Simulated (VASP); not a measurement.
# In (P6_3/mmc) in VASP: further runs

The runs below take In through single point, with PBE.

Program: VASP 6.6.1. These are calculated values, not measurements. Logs are shortened: lines on timing, memory, paths and dates and some standing lists are left out, and cuts for length are marked.

### 1 The cell of the first run

The structure is hexagonal, space group P6_3/mmc (No. 194). The conventional cell has a = 3.395 Å, b = 3.395 Å, c = 11.028 Å, α = 90.00°, β = 90.00°, γ = 120.00°. Within 4.4 Å of In (site symmetry -3m) lie 12 In at 3.38 to 3.40 Å. In (site symmetry -6m2) has 12 In at 3.38 to 3.40 Å within 4.4 Å.

### 2 Single point, PBE

File INCAR:

```
ALGO     = Normal         # electronic algorithm
EDIFF    = 1E-6           # SCF threshold, eV
ENCUT    = 520            # plane-wave cutoff, eV
GGA      = PE             # functional
ISIF     = 2              # what is computed and relaxed
ISMEAR   = -1             # smearing method
LASPH    = T              # aspherical terms in the spheres
LCHARG   = T              # write CHGCAR
LELF     = T              # ELF
LREAL    = F              # projectors in reciprocal space
LVHAR    = T            
LWAVE    = F              # write WAVECAR
NBANDS   = 34             # bands
NELM     = 80             # most SCF steps
PREC     = Accurate       # precision mode
SIGMA    = 0.1            # smearing width, eV
```

File KPOINTS:

```
k-points
0
Gamma
  11 11 3
```

File POSCAR:

```
In
1.0
    3.3950532274      0.0000000000      0.0000000000
   -1.6975266137      2.9402023421      0.0000000000
    0.0000000000      0.0000000000     11.0281257186
In
4
Direct
    1.0000000000      1.0000000000      0.0000000000
    1.0000000000      1.0000000000      0.5000000000
    0.3333333333      0.6666666667      0.2500000000
    0.6666666667      0.3333333333      0.7500000000
```

Potentials or basis: VASP PAW PBE potentials, release 64 (In_d).

On the command line:

```sh
> cat potpaw_PBE.64/In_d/POTCAR > POTCAR
> mpirun -np 1 vasp_std > vasp.out
```

OUTCAR:

```text
EDIFF = 1E-6
   ENCUT = 520
   GGA = PE
   ISIF = 2
   ISMEAR = -1
   LASPH = T
   LREAL = F
   NELM = 80
   PREC = Accurate

 ion  position               nearest neighbor table
   1  0.000  0.000  0.000-   3 3.38   4 3.38   3 3.38   4 3.38   4 3.38   3 3.38
   2  0.000  0.000  0.500-   3 3.38   4 3.38   3 3.38   4 3.38   4 3.38   3 3.38
   3  0.333  0.667  0.250-   1 3.38   2 3.38   1 3.38   2 3.38   1 3.38   2 3.38
   4  0.667  0.333  0.750-   1 3.38   2 3.38   1 3.38   2 3.38   1 3.38   2 3.38

  LATTYP: Found a hexagonal cell.
 ALAT       =     3.3950532274
 C/A-ratio  =     3.2482924361

  Lattice vectors:

 A1 = (   3.3950532274,   0.0000000000,   0.0000000000)
 A2 = (  -1.6975266137,   2.9402023421,   0.0000000000)
 A3 = (   0.0000000000,   0.0000000000,  11.0281257186)

Analysis of symmetry for initial positions (statically):
=====================================================================
 Subroutine PRICEL returns:
 Original cell was already a primitive cell.

 Routine SETGRP: Setting up the symmetry group for a
 hexagonal supercell.

 Subroutine GETGRP returns: Found 24 space group operations
 (whereof 12 operations were pure point group operations)
 out of a pool of 24 trial point group operations.

The static configuration has the point symmetry D_3d.
 The point group associated with its full space group is D_6h.

Analysis of symmetry for dynamics (positions and initial velocities):
=====================================================================
 Subroutine PRICEL returns:
 Original cell was already a primitive cell.

 Routine SETGRP: Setting up the symmetry group for a
 hexagonal supercell.

 Subroutine GETGRP returns: Found 24 space group operations
 (whereof 12 operations were pure point group operations)
 out of a pool of 24 trial point group operations.

The dynamic configuration has the point symmetry D_3d.
 The point group associated with its full space group is D_6h.

 Subroutine INISYM returns: Found 24 space group operations
 (whereof 12 operations are pure point group operations),
 and found     1 'primitive' translations

----------------------------------------------------------------------------------------

                                     Primitive cell

  volume of cell :     110.0843

  direct lattice vectors                    reciprocal lattice vectors
     3.395053227  0.000000000  0.000000000     0.294546192  0.170056323  0.000000000
    -1.697526614  2.940202342  0.000000000     0.000000000  0.340112647  0.000000000
     0.000000000  0.000000000 11.028125719     0.000000000  0.000000000  0.090677240

  length of vectors
     3.395053227  3.395053227 11.028125719     0.340112647  0.340112647  0.090677240

  position of ions in fractional coordinates (direct lattice)
     0.000000000  0.000000000  0.000000000
     0.000000000  0.000000000  0.500000000
     0.333333333  0.666666667  0.250000000
     0.666666667  0.333333333  0.750000000

  ion indices of the primitive-cell ions
   primitive index   ion index
                 1           1
                 2           2
                 3           3
                 4           4

----------------------------------------------------------------------------------------

 KPOINTS: k-points

Automatic generation of k-mesh.
 Grid dimensions read from file:
 generate k-points for:   11   11    3

 Generating k-lattice:

  Cartesian coordinates                     Fractional coordinates (reciprocal lattice)
     0.026776927  0.015459666  0.000000000     0.090909091 -0.000000000  0.000000000
     0.000000000  0.030919332  0.000000000     0.000000000  0.090909091  0.000000000
     0.000000000  0.000000000  0.030225747     0.000000000  0.000000000  0.333333333

  Length of vectors
     0.030919332  0.030919332  0.030225747

  Shift w.r.t. Gamma in fractional coordinates (k-lattice)
     0.000000000  0.000000000  0.000000000

 Subroutine IBZKPT returns following result:
 ===========================================

 Found     32 irreducible k-points:

 Following reciprocal coordinates:
            Coordinates               Weight
  0.000000  0.000000  0.000000      1.000000
  0.090909 -0.000000  0.000000      6.000000
  0.181818 -0.000000  0.000000      6.000000
  0.272727  0.000000  0.000000      6.000000
  0.363636  0.000000  0.000000      6.000000
  0.454545 -0.000000  0.000000      6.000000
[... 16 lines left out ...]
  0.090909  0.090909  0.333333     12.000000
  0.181818  0.090909  0.333333     24.000000
 [... further k-points ...]
   k-points           NKPTS =     32   k-points in BZ     NKDIM =     32   number of bands    NBANDS=     34
   number of dos      NEDOS =    301   number of ions     NIONS =      4
   total plane-waves  NPLWV =  65856
   dimension x,y,z NGX =    28 NGY =   28 NGZ =   84
   dimension x,y,z NGXF=    56 NGYF=   56 NGZF=  168
   ions per type =               4
   NGX,Y,Z   is equivalent  to a cutoff of  13.71, 13.71, 12.66 a.u.
   NGXF,Y,Z  is equivalent  to a cutoff of  27.42, 27.42, 25.33 a.u.
 SYSTEM =  unknown system
   PREC   = accura    normal or accurate (medium, high low for compatibility)
   ISTART =      0    job   : 0-new  1-cont  2-samecut
   ICHARG =      2    charge: 1-file 2-atom 10-const
   ISPIN  =      1    spin polarized calculation?
   LNONCOLLINEAR =      F non collinear calculations
   LSORBIT =      F    spin-orbit coupling
   LASPH  =      T    aspherical Exc in radial PAW
   ENCUT  =  520.0 eV  38.22 Ry    6.18 a.u.   6.31  6.31 20.51*2*pi/ulx,y,z
   NELM   =     80;   NELMIN=  2; NELMDL= -5     # of ELM steps
   EDIFF  = 0.1E-05   stopping-criterion for ELM
   LREAL  =      F    real-space projection
   EDIFFG = 0.1E-04   stopping-criterion for IOM
   NSW    =      0    number of steps for IOM
   IBRION =     -1    ionic relax: 0-MD 1-quasi-New 2-CG
   NFREE  =      0    steps in history (QN), initial steepest desc. (CG)
   ISIF   =      2    stress and relaxation
   ISYM   =      2    0-nonsym 1-usesym 2-fastsym
   POTIM  = 0.5000    time-step for ionic-motion
   TEBEG  =    0.0;   TEEND  =   0.0 temperature during run
   PSTRESS=    0.0 pullay stress
   NELECT =      52.0000    total number of electrons
   NUPDOWN=      -1.0000    fix difference up-down
   EMIN   =  10.00;   EMAX   =-10.00  energy-range for DOS
   EFERMI =   0.00;   METHOD = LEGACY
   ISMEAR =    -1;   SIGMA  =   0.10  broadening in eV -4-tet -1-fermi 0-gaus
   EFERMI_NEDOS =   21; number of points for ismear=-14 and -15
   IALGO  =     38    algorithm
   IMIX   =      4    mixing-type and parameters
     AMIX     =   0.40;   BMIX     =  1.00
     AMIX_MAG =   1.60;   BMIX_MAG =  1.00
  volume/ion in A,a.u.               =      27.52       185.72
  Fermi-wavevector in a.u.,A,eV,Ry     =   1.274972  2.409348 22.117012  1.625555
  Thomas-Fermi vector in A             =   2.407711
   LORBIT       =      0    0 simple, 1 ext, 2 COOP (PROOUT), +10 PAW based schemes
   GGA     = PE    functional components
   LHFCALC =     F    Hartree Fock is set to
   AEXX    =    0.0000 exact exchange contribution
   IVDW    =     0    specifies the selected vdW correction
   LEPSILON=     F    determine dielectric tensor
   LRPA    =     F    only Hartree local field effects (RPA)
 non-spin polarized calculation
  energy-cutoff  :      520.00
  volume of cell :      110.08
 maximum number of plane-waves:      2993
 NGX is ok and might be reduce to    28
   NGX = 13   NGY = 13   NGZ = 41

 number of electron      52.0000013 magnetization

 Free energy of the ion-electron system (eV)
  ---------------------------------------------------
  ext. energy  EPLUGINS =         0.00000000
  ---------------------------------------------------
  free energy    TOTEN  =       -10.27896390 eV

  energy without entropy =      -10.21972743  energy(sigma->0) =      -10.24934566

 E-fermi :   6.9467     XC(G=0): -10.0161

 val. band max:        6.9419274775   @ k =   0.3636   0.0000   0.0000
 cond. band min:       6.9513124324   @ k =   0.2727   0.0909   0.0000
 fundamental gap:      0.0093849548
 Fermi energy:         6.9467396004

 k-point     1 :       0.0000    0.0000    0.0000
  band No.  band energies     occupation
      1      -7.6776      2.00000
      2      -7.6495      2.00000
      3      -7.6341      2.00000
      4      -7.6281      2.00000
      5      -7.6281      2.00000
      6      -7.6213      2.00000
[... 26 lines left out ...]
     33      15.8704      0.00000
     34      16.8649      0.00000

 k-point     2 :       0.0909   -0.0000    0.0000
  band No.  band energies     occupation
      1      -7.6697      2.00000
      2      -7.6468      2.00000
      3      -7.6436      2.00000
      4      -7.6286      2.00000
      5      -7.6201      2.00000
      6      -7.6141      2.00000
[... 26 lines left out ...]
     33      15.3234      0.00000
     34      15.9361      0.00000

 k-point     3 :       0.1818   -0.0000    0.0000
  band No.  band energies     occupation
      1      -7.6911      2.00000
      2      -7.6639      2.00000
      3      -7.6579      2.00000
      4      -7.6183      2.00000
      5      -7.6159      2.00000
      6      -7.5868      2.00000
[... 26 lines left out ...]
     33      14.3278      0.00000
     34      14.4171      0.00000

 k-point     4 :       0.2727    0.0000    0.0000
  band No.  band energies     occupation
      1      -7.7339      2.00000
      2      -7.6916      2.00000
      3      -7.6807      2.00000
      4      -7.6426      2.00000
      5      -7.6288      2.00000
      6      -7.5934      2.00000
[... 26 lines left out ...]
     33      13.3989      0.00000
     34      13.4087      0.00000

 k-point     5 :       0.3636    0.0000    0.0000
  band No.  band energies     occupation
      1      -7.7722      2.00000
      2      -7.7207      2.00000
      3      -7.6993      2.00000
      4      -7.6832      2.00000
      5      -7.6584      2.00000
      6      -7.6166      2.00000
[... 621 lines left out ...]
 k-point    22 :       0.4545   -0.0000    0.3333
  band No.  band energies     occupation
      1      -7.7834      2.00000
      2      -7.7567      2.00000
      3      -7.7060      2.00000
      4      -7.6860      2.00000
      5      -7.6671      2.00000
      6      -7.6488      2.00000
[... 26 lines left out ...]
     33      11.7284      0.00000
     34      12.8415      0.00000

 k-point    23 :       0.0909    0.0909    0.3333
  band No.  band energies     occupation
      1      -7.6588      2.00000
      2      -7.6576      2.00000
      3      -7.6502      2.00000
      4      -7.6468      2.00000
      5      -7.6134      2.00000
      6      -7.5944      2.00000
[... 26 lines left out ...]
     33      14.4221      0.00000
     34      15.0801      0.00000

 k-point    24 :       0.1818    0.0909    0.3333
  band No.  band energies     occupation
      1      -7.6924      2.00000
      2      -7.6808      2.00000
      3      -7.6499      2.00000
      4      -7.6359      2.00000
      5      -7.6149      2.00000
      6      -7.5932      2.00000
[... 26 lines left out ...]
     33      13.1964      0.00000
     34      13.8011      0.00000

 [... further k-points ...]
[... 5 lines left out ...]
  --------------------------------------------------------------------------------------
  -------------------------------------------------------------------------------------
  Total       -0.0249426     -0.0249426     -0.0616824      0.0000000      0.0000000     -0.0000000
  in kB       -0.3630175     -0.3630175     -0.8977306      0.0000000      0.0000000     -0.0000000
  external PRESSURE =      -0.5412552 kB  Pullay stress =       0.0000000 kB

 VOLUME and BASIS-vectors are now :
 -----------------------------------------------------------------------------
  energy-cutoff  :      520.00
  volume of cell :      110.08
      direct lattice vectors                 reciprocal lattice vectors
     3.395053227  0.000000000  0.000000000     0.294546192  0.170056323  0.000000000
    -1.697526614  2.940202342  0.000000000     0.000000000  0.340112647  0.000000000
     0.000000000  0.000000000 11.028125719     0.000000000  0.000000000  0.090677240

 POSITION                                       TOTAL-FORCE (eV/Angst)
 -----------------------------------------------------------------------------------
      0.00000      0.00000      0.00000         0.000000      0.000000      0.000000
      0.00000      0.00000      5.51406         0.000000      0.000000      0.000000
     -0.00000      1.96013      2.75703         0.000000      0.000000      0.000000
      1.69753      0.98007      8.27109        -0.000000     -0.000000     -0.000000
 -----------------------------------------------------------------------------------
    total drift:                                0.000000     -0.000000      0.000000

  FREE ENERGIE OF THE ION-ELECTRON SYSTEM (eV)
  ---------------------------------------------------
  free  energy   TOTEN  =       -10.2789639000 eV

  energy  without entropy=      -10.2197274271  energy(sigma->0) =      -10.24934566
```

Run time: 2.5 min. Hardware: 1 thread of Intel Xeon 6975P-C, shared host; peak memory 0.28 GiB.

Results:

```
Free energy            : -10.2790 eV
Pressure               : -0.1 GPa
Band gap on the k mesh : zero (band 26 reaches 10.42 eV, above the bottom of band 27 at 5.88 eV)
```

Levels at points of the mesh, in eV from the Fermi level:
| k point | band 21 | band 22 | band 23 | band 24 | band 25 | band 26 | band 27 | band 28 | band 29 | band 30 |
| --- | --- | --- | --- | --- | --- | --- | --- | --- | --- | --- |
| (0.00, 0.00, 0.00) | -9.19 | -7.85 | -7.84 | -4.22 | -3.13 | 3.09 | 3.10 | 7.97 | 7.97 | 8.79 |

Caveat: spin-orbit coupling is left out, which moves the levels of the heavy elements.

### 3 Single point, PBE (volume scaled by 0.88)

File INCAR:

```
SYSTEM = In
PREC     = Accurate       ! precision mode
ENCUT    = 520            ! plane-wave cutoff, eV
EDIFF    = 1E-6           ! SCF threshold, eV
ISMEAR   = -1             ! smearing method
SIGMA    = 0.1            ! smearing width, eV
LREAL    = .False.        ! projectors in reciprocal space
LASPH    = .True.         ! aspherical terms in the spheres
NELM     = 100            ! most SCF steps
ALGO     = Normal         ! electronic algorithm
ISIF     = 2              ! what is computed and relaxed
LWAVE    = .False.        ! write WAVECAR
LCHARG   = .False.        ! write CHGCAR
GGA      = PE             ! functional
NBANDS   = 34             ! bands
```

File KPOINTS:

```
regular mesh
0
Gamma
  12 12 4
  0 0 0
```

File POSCAR:

```
In
1.0
    3.2534250899      0.0000000000      0.0000000000
   -1.6267125449      2.8175487772      0.0000000000
    0.0000000000      0.0000000000     10.5680761109
In
4
Direct
    1.0000000000      1.0000000000      0.0000000000
    1.0000000000      1.0000000000      0.5000000000
    0.3333333333      0.6666666667      0.2500000000
    0.6666666667      0.3333333333      0.7500000000
```

Potentials or basis: VASP PAW PBE potentials, release 64 (In_d).

On the command line:

```sh
> cat potpaw_PBE.64/In_d/POTCAR > POTCAR
> mpirun -np 1 vasp_std > vasp.out
```

It used 92 s of CPU time on 1 thread of Intel Xeon 6975P-C, on a shared host.

Results (log left out):

```yaml
Free_energy: -10.0291 eV
Pressure: 6.2 GPa
Band_gap_on_the_k_mesh: zero (band 26 reaches 12.31 eV, above the bottom of band 27 at 7.25 eV)
```

Stress tensor (GPa, compression positive):
```
6.17 0.00 0.00
0.00 6.17 0.00
0.00 0.00 6.32
```

Levels at points of the mesh, in eV from the Fermi level:
```csv
k point,band 23,band 24,band 25,band 26,band 27,band 28,band 29,band 30
"(0.00, 0.00, 0.00)",-8.60,-4.30,-3.72,3.42,3.43,8.85,8.85,9.77
"(0.50, 0.00, 0.00)",-3.52,-3.36,-3.12,-3.05,0.49,0.51,1.37,2.39
"(0.00, 0.00, 0.50)",-6.70,-6.70,-0.60,-0.60,7.92,7.92,9.13,9.13
"(0.50, 0.00, 0.50)",-4.17,-4.17,-1.69,-1.69,-1.19,-1.19,3.72,3.72
```

Caveat: spin-orbit coupling is left out, which moves the levels of the heavy elements.
